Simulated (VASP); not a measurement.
Runs of VASP 6.6.1 on Zn3H. The structure is that of space group Fm-3m (No. 225), or close to it. The cells are those of the table. The cell was generated, and may not be a known phase.

```csv
task,cell,k mesh,cutoff (eV),gap on the mesh (eV),pressure (GPa),relaxed volume (Å³/atom)
single point,"a = 4.238 Å, angles 60.0°, 4 atoms",14 × 14 × 14,520,none,0.2,-
relaxation of cell and atoms,"relaxed from a = 4.230 Å, angles 60.0°, 4 atoms",14 × 14 × 14,600,none,0.0,13.51
single point,"a = 4.230 Å, angles 60.0°, 4 atoms",6 × 6 × 6,520,none,0.6,-
relaxation of cell and atoms,"relaxed from a = 4.140 Å, angles 60.0°, 4 atoms",6 × 6 × 6,600,none,0.0,(b)
single point,"a = 4.140 Å, angles 60.0°, 4 atoms",6 × 6 × 6,520,none,(a),-
```

Alike in all rows: level PBE; potentials or basis VASP PAW PBE potentials, release 64 (Zn, H); no spin polarisation; smearing gaussian 0.1 eV.

Question: Fill in the values left out.

Answer: (a) 4.9; (b) 13.50.

Caveats: the cell stands under pressure (at least some runs).

A gap of «none» marks levels without a gap at the run's occupations.
